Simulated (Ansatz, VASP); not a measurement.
**Al3Ru2 in VASP and in Ansatz**

INCAR

```
SYSTEM = Al3Ru2
PREC = Accurate
ENCUT = 520
EDIFF = 1E-6
ISMEAR = 0
SIGMA = 0.1
LREAL = .FALSE.
LASPH = .TRUE.
NELM = 60
ALGO = Fast
ISIF = 2
LWAVE = .FALSE.
LCHARG = .FALSE.
GGA = PS
NBANDS = 48
```

The input KPOINTS:

```
Automatic mesh
0
G
  12 12 4
  0 0 0
```

File POSCAR:

```
Al3Ru2
1.0
    3.0733627982      0.0000000000      0.0000000000
    0.0000000000      3.0733627982      0.0000000000
    0.0000000000      0.0000000000     14.2516646835
Al Ru
6 4
Direct
    0.0000000000      0.0000000000      0.0000000000
    0.5000000000      0.5000000000      0.3062567814
    0.0000000000      0.0000000000      0.1937432186
    0.5000000000      0.5000000000      0.5000000000
    0.0000000000      0.0000000000      0.8062567814
    0.5000000000      0.5000000000      0.6937432186
    0.5000000000      0.5000000000      0.1056584131
    0.0000000000      0.0000000000      0.3943415869
    0.0000000000      0.0000000000      0.6056584131
    0.5000000000      0.5000000000      0.8943415869
```

Input for Ansatz:

```yaml
crystal:
  lattice:
    - [3.0733627982, 0.0, 0.0]
    - [0.0, 3.0733627982, 0.0]
    - [0.0, 0.0, 14.2516646835]
  atoms:
    - { symbol: Al, position: [0.0, 0.0, 0.0] }
    - { symbol: Al, position: [0.5, 0.5, 0.3062567814] }
    - { symbol: Al, position: [0.0, 0.0, 0.1937432186] }
    - { symbol: Al, position: [0.5, 0.5, 0.5] }
    - { symbol: Al, position: [0.0, 0.0, 0.8062567814] }
    - { symbol: Al, position: [0.5, 0.5, 0.6937432186] }
    - { symbol: Ru, position: [0.5, 0.5, 0.1056584131] }
    - { symbol: Ru, position: [0.0, 0.0, 0.3943415869] }
    - { symbol: Ru, position: [0.0, 0.0, 0.6056584131] }
    - { symbol: Ru, position: [0.5, 0.5, 0.8943415869] }
basis:
  ecutwfc: 420
kpoints:
  mp_grid: { grid: [12, 12, 4] }
hamiltonian:
  xc: pbesol
scf:
  occupations: { method: gaussian, width: 0.1 }
output:
  forces: true
  stress: true
  eigenvalues: true
```

Alike in both runs: task single point; functional PBEsol; k mesh 12 × 12 × 4; occupations gaussian, width 0.1 eV; no spin polarisation.

|  | VASP | Ansatz |
| --- | --- | --- |
| version | VASP 6.6.1 | Ansatz 0.2.0 |
| potentials or method | VASP PAW PBE potentials, release 64 (Al, Ru_pv), cutoff 520 eV | scalar-relativistic, plane waves, PAW |
| valence electrons in the cell | 74 | 82 |

VASP gave:

```
gap on the k mesh at the Fermi level (eV)                     : none
pressure (GPa)                                                : 0.1
traceless stress, the component that is largest in VASP (GPa) : 0.21
rms of the force components (eV/Å)                            : 0.026
```

Problem. Estimate Ansatz's values.

Solution. gap on the k mesh at the Fermi level (eV): none; pressure (GPa): 0.0; traceless stress, the component that is largest in VASP (GPa): 0.23; rms of the force components (eV/Å): 0.023.

VASP's potentials were made for PBE, not for PBEsol. Atom by atom the forces differ by 0.003 eV/Å (rms over components). A gap of «none» marks a metal or a gap that the smearing closes. VASP's potentials hold 74 valence electrons a cell and Ansatz's 82, so a difference there can come from the potentials and not from the codes.
